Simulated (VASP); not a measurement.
BaTe:

```
Ba Te
1.0
     4.98008   -0.08549   -0.00393
    -2.56408    4.22907   -0.02821
    -0.01337   -0.11849   17.16285
Ba Te
4 4
Direct
  0.69758 0.40053 0.89263
  0.29727 0.66999 0.11528
  0.30988 0.65394 0.36544
  0.63598 0.27462 0.62410
  0.04726 0.04037 0.01256
  0.98850 0.98504 0.50531
  0.67088 0.30669 0.25358
  0.35265 0.66882 0.73111
```

| Property | Result |
| --- | --- |
| Program | VASP 6.6.1 |
| Task | relaxation of cell and atoms |
| Functional | PBE |
| Potentials or basis | VASP PAW PBE potentials, release 64 (Ba_sv, Te) |
| Cutoff | 600 eV |
| k mesh | 3 × 3 × 1 |
| Occupations | gaussian, width 0.1 eV |
| Spin | no spin polarisation |

At the start: pressure 1.3 GPa; volume 44.71 Å³/atom.

Problem. How do energy, volume and symmetry change on relaxing?

Solution. Over 24 steps the energy falls by 157.5 meV/atom and the volume is 45.02 Å³/atom (+0.7 %); space group P1 (No. 1, to 0.1 Å) before, P6_3/mmc (No. 194, to 0.1 Å).

The path:
```
step  energy change (eV)  largest force (eV/Å)  pressure (GPa)  volume (Å³)
   1              0.0000                2.1042            1.33       357.69
   2             -0.7160                1.1408           -0.68       377.11
   3             -0.8355                0.6424           -1.62       390.61
   4             -1.0945                0.3591           -0.32       367.43
   5             -1.1090                0.3499            0.16       360.95
   6             -1.1615                0.2822            0.13       360.57
   7             -1.1950                0.1983            0.14       359.77
   8             -1.2135                0.1683           -0.14       362.91
   9             -1.2174                0.1648           -0.32       365.19
  10             -1.2290                0.1693           -0.01       360.88
  11             -1.2297                0.1715            0.10       359.54
  12             -1.2365                0.1419            0.07       359.70
  13             -1.2435                0.0970            0.04       360.10
  14             -1.2496                0.0686           -0.08       361.40
  15             -1.2503                0.0594           -0.13       362.07
  16             -1.2521                0.0649            0.16       358.23
  17             -1.2525                0.0627            0.07       359.39
  18             -1.2553                0.0460            0.04       359.71
  19             -1.2567                0.0502            0.01       360.14
  20             -1.2581                0.0433           -0.03       360.53
  21             -1.2584                0.0428           -0.05       360.86
  22             -1.2593                0.0352            0.05       359.58
  23             -1.2593                0.0341            0.06       359.40
  24             -1.2600                0.0193            0.00       360.18
```

Final structure:
```xyz
8
Lattice="4.9746 -0.0012 0.0007 -2.4851 4.3064 0.0014 0.0101 -0.0018 16.8150" Properties=species:S:1:pos:R:3 pbc="T T T"
Ba    2.4951    1.4355   14.7544
Ba    0.0036    2.8872    2.0661
Ba    0.0033    2.8610    6.3440
Ba    2.4935    1.4291   10.4719
Te    0.0001    0.0088    0.0017
Te    2.4921    4.2976    8.4055
Te    2.4967    1.4340    4.2020
Te    0.0089    2.8616   12.6154
```

Caveat: the k points lie up to 0.49 Å⁻¹ apart in the final cell.
